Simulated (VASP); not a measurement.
Crystal: GaBiSe4.

```xyz
6
Lattice="4.2153 0.0000 0.0000 -2.1076 3.6505 0.0000 0.0000 0.0000 8.7627" Properties=species:S:1:pos:R:3 pbc="T T T"
Ga    0.0000    0.0000    4.3814
Bi    0.0000    0.0000    0.0000
Se    0.0000    2.4337    6.5131
Se    0.0000    2.4337    2.2497
Se    2.1076    1.2168    6.5131
Se    2.1076    1.2168    2.2497
```

| Item | Value |
| --- | --- |
| Program | VASP 6.6.1 |
| Task | relaxation of cell and atoms |
| Functional | PBE |
| Potentials or basis | VASP PAW PBE potentials, release 64 (Ga_d, Bi_d, Se) |
| Cutoff | 600 eV |
| k mesh | 6 × 6 × 2 |
| Occupations | gaussian, width 0.1 eV |
| Spin | no spin polarisation |

At the start: pressure 14.4 GPa; volume 22.47 Å³/atom.

Question: How do energy, volume and symmetry change on relaxing?

Answer: Over 15 steps the energy falls by 435.5 meV/atom and the volume is 24.58 Å³/atom (+9.4 %); space group P6/mmm (No. 191, to 0.05 Å).

The path:
```tsv
step	energy change (eV)	largest force (eV/Å)	pressure (GPa)	volume (Å³)
1	0.0000	0.0015	14.37	134.84
2	-1.8759	0.4973	-4.12	176.97
3	-1.9582	0.4668	-2.04	167.98
4	-2.2910	0.4092	-1.98	162.52
5	-2.5037	0.3143	-1.63	156.47
6	-2.5819	0.1426	0.38	143.31
7	-2.5818	0.2231	-0.21	146.29
8	-2.5866	0.1979	0.03	144.98
9	-2.5863	0.1741	0.18	144.19
10	-2.5959	0.1243	0.11	144.74
11	-2.6076	0.0038	-0.05	146.20
12	-2.6115	0.0001	0.37	146.00
13	-2.6115	0.0008	0.33	146.02
14	-2.6126	0.0263	-0.30	148.34
15	-2.6131	0.0177	-0.07	147.48
```

Final structure:
```xyz
6
Lattice="4.8915 0.0000 0.0000 -2.4458 4.2362 0.0000 0.0000 0.0000 7.1175" Properties=species:S:1:pos:R:3 pbc="T T T"
Ga    0.0000    0.0000    3.5587
Bi    0.0000    0.0000    0.0000
Se    0.0000    2.8241    5.4265
Se    0.0000    2.8241    1.6910
Se    2.4458    1.4121    5.4265
Se    2.4458    1.4121    1.6910
```
